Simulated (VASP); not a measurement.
A run of VASP 6.6.1 is set up as follows.

INCAR

```
  PREC = Accurate
  ENCUT = 520
  EDIFF = 1E-6
  ISMEAR = 0
  SIGMA = 0.01
  LREAL = Auto
  LASPH = True
  NELM = 60
  ALGO = Normal
  ISIF = 2
  LWAVE = False
  LCHARG = True
  GGA = PE
  LELF = True
  LVHAR = True
  NBANDS = 96
```

File KPOINTS:

```
Automatic mesh
0
Gamma
  1 1 1
  0.25 0.25 0.25
```

The input POSCAR:

```
BN
1.0
    7.4650312809      0.0000000000      0.0000000000
   -3.7325156404      6.4649067293      0.0000000000
    0.0000000000      0.0000000000      6.4954828800
B N
18 18
Direct
    0.1111968454      0.2221364880      0.2500000000
    0.2221364880      0.1111968454      0.7500000000
    0.1111968454      0.5554698213      0.2500000000
    0.2221364880      0.4445301787      0.7500000000
    0.1111968454      0.8888031546      0.2500000000
    0.2221364880      0.7778635120      0.7500000000
    0.4445301787      0.2221364880      0.2500000000
    0.5554698213      0.1111968454      0.7500000000
    0.4445301787      0.5554698213      0.2500000000
    0.5554698213      0.4445301787      0.7500000000
    0.4445301787      0.8888031546      0.2500000000
    0.5554698213      0.7778635120      0.7500000000
    0.7778635120      0.2221364880      0.2500000000
    0.8888031546      0.1111968454      0.7500000000
    0.7778635120      0.5554698213      0.2500000000
    0.8888031546      0.4445301787      0.7500000000
    0.7778635120      0.8888031546      0.2500000000
    0.8888031546      0.7778635120      0.7500000000
    0.1114069264      0.2219264070      0.7500000000
    0.2219264070      0.1114069264      0.2500000000
    0.1114069264      0.5552597403      0.7500000000
    0.2219264070      0.4447402597      0.2500000000
    0.1114069264      0.8885930736      0.7500000000
    0.2219264070      0.7780735930      0.2500000000
    0.4447402597      0.2219264070      0.7500000000
    0.5552597403      0.1114069264      0.2500000000
    0.4447402597      0.5552597403      0.7500000000
    0.5552597403      0.4447402597      0.2500000000
    0.4447402597      0.8885930736      0.7500000000
    0.5552597403      0.7780735930      0.2500000000
    0.7780735930      0.2219264070      0.7500000000
    0.8885930736      0.1114069264      0.2500000000
    0.7780735930      0.5552597403      0.7500000000
    0.8885930736      0.4447402597      0.2500000000
    0.7780735930      0.8885930736      0.7500000000
    0.8885930736      0.7780735930      0.2500000000
```

Potentials or basis: VASP PAW PBE potentials, release 64 (B, N).

The run is started by

```sh
$ cat potpaw_PBE.64/B/POTCAR potpaw_PBE.64/N/POTCAR > POTCAR
$ mpirun -np 1 vasp_std > vasp.out
```

(1) Estimate the pressure.

(2) Predict the band gap on the k mesh.

Results:

(1) 8.8 GPa.

(2) 4.80 eV.

Caveat: the stress differs along the axes, from 4 to 12 GPa; a shifted mesh leaves out Γ, where band edges can lie; this functional lacks dispersion, which binds layers or chains, so the pressure and a relaxed spacing across them are unreliable.
